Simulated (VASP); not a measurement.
Wanted: the native input for a VASP 6.6.1 run.

```yaml
Task: relaxation of cell and atoms
Functional: LDA
Potentials_or_basis: VASP PAW LDA potentials, release 64 (Sc_sv, Pt)
Cutoff: 600 eV
k_mesh: 6 × 6 × 6
Occupations: methfessel-paxton, width 0.05 eV
Spin: no spin polarisation
Dipole_correction: no
Further_INCAR_settings: ALGO = Normal; EDIFF = 1e-06; IBRION = 2; EDIFFG = -0.01; NSW = 80; ISIF = 3
```

The structure of ScPt3 lies in POSCAR:

```
ScPt3
1.0
    3.9580000000      0.0000000000      0.0000000000
    0.0000000000      3.9580000000      0.0000000000
    0.0000000000      0.0000000000      3.9580000000
Sc Pt
1 3
Direct
    0.0000000000      0.0000000000      0.0000000000
    0.0000000000      0.5000000000      0.5000000000
    0.5000000000      0.0000000000      0.5000000000
    0.5000000000      0.5000000000      0.0000000000
```

One way to write it, as run:

INCAR

```
SYSTEM = ScPt3
  PREC = Accurate
  ENCUT = 600
  EDIFF = 1E-6
  ISMEAR = 1
  SIGMA = 0.05
  LREAL = .False.
  LASPH = .True.
  NELM = 80
  ALGO = Normal
  ISIF = 3
  LWAVE = .False.
  LCHARG = .False.
  IBRION = 2
  NSW = 80
  EDIFFG = -0.01
```

KPOINTS

```
regular mesh
0
Gamma
  6 6 6
  0 0 0
```

Potentials or basis: VASP PAW LDA potentials, release 64 (Sc_sv, Pt).

The run is started by

```sh
$ cat potpaw_LDA.64/Sc_sv/POTCAR potpaw_LDA.64/Pt/POTCAR > POTCAR
$ mpirun -np 1 vasp_std > vasp.out
```

Results of the run:

```yaml
Relaxed_volume: 15.14 Å³/atom
Relaxed_cell: a = 3.927 Å, b = 3.927 Å, c = 3.927 Å, α = 90.00°, β = 90.00°, γ = 90.00°
Space_group_after_relaxing_to_0.05_Å: Pm-3m (No. 221)
Energy_gained_by_relaxing: 6.4 meV/atom
Ionic_steps: 4
Pressure_after_relaxing: 0.0 GPa
```

Run time: 110 s on 1 thread of Intel Xeon 8259CL, with other jobs on the host, peak memory 0.19 GiB.
